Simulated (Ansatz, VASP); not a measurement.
TiAl: VASP beside Ansatz

Contents of INCAR:

```
SYSTEM = TiAl
PREC = Accurate
ENCUT = 520
EDIFF = 1E-7
ISMEAR = 0
SIGMA = 0.15
LREAL = .FALSE.
LASPH = .TRUE.
NELM = 80
ALGO = Fast
ISIF = 2
LWAVE = .FALSE.
LCHARG = .FALSE.
GGA = CA
NBANDS = 14
```

The input KPOINTS:

```
regular mesh
0
G
  16 16 16
  0 0 0
```

Contents of POSCAR:

```
TiAl
1.0
    2.8947562689      0.0000000000      0.0000000000
    0.0000000000      2.8947562689      0.0000000000
    0.0000000000      0.0000000000      3.4204440074
Ti Al
1 1
Direct
    0.0000000000      0.0000000000      0.0000000000
    0.5000000000      0.5000000000      0.5000000000
```

Input for Ansatz:

```yaml
crystal:
  lattice:
    - [2.8947562689, 0.0, 0.0]
    - [0.0, 2.8947562689, 0.0]
    - [0.0, 0.0, 3.4204440074]
  atoms:
    - { symbol: Ti, position: [0.0, 0.0, 0.0] }
    - { symbol: Al, position: [0.5, 0.5, 0.5] }
basis:
  ecutwfc: 520.0
kpoints:
  mp_grid: { grid: [16, 16, 16] }
hamiltonian:
  xc: lda
  pseudopotentials: { kind: paw, azcp: { folder: soft_1 } }
scf:
  occupations: { method: gaussian, width: 0.15 }
output:
  forces: true
  stress: true
  eigenvalues: true
  write_density: true
  write_potential: true
  elf: true
  volumetric_format: npy
```

Alike in both runs: task single point; functional LDA; k mesh 16 × 16 × 16; occupations gaussian, width 0.15 eV; no spin polarisation.

```csv
,VASP,Ansatz
version,VASP 6.6.1,Ansatz 0.2.0
potentials or method,"VASP PAW LDA potentials, release 64 (Ti_sv, Al), cutoff 520 eV","scalar-relativistic, plane waves, PAW"
valence electrons in the cell,15,15
```

Ansatz gave:

| Item | Value |
| --- | --- |
| gap on the k mesh at the Fermi level (eV) | none |
| pressure (GPa) | 9.0 |
| traceless stress, the component that is largest in VASP (GPa) | 7.05 |

**Question.** Estimate VASP's values.

**Answer.** gap on the k mesh at the Fermi level (eV): none; pressure (GPa): 9.2; traceless stress, the component that is largest in VASP (GPa): 7.05.

Ansatz warns that its potentials were made for another functional, while VASP's fit it. LDA's correlation is that of Perdew and Zunger in VASP and of Perdew and Wang (1992) in Ansatz. A gap of «none» marks a metal or a gap that the smearing closes.
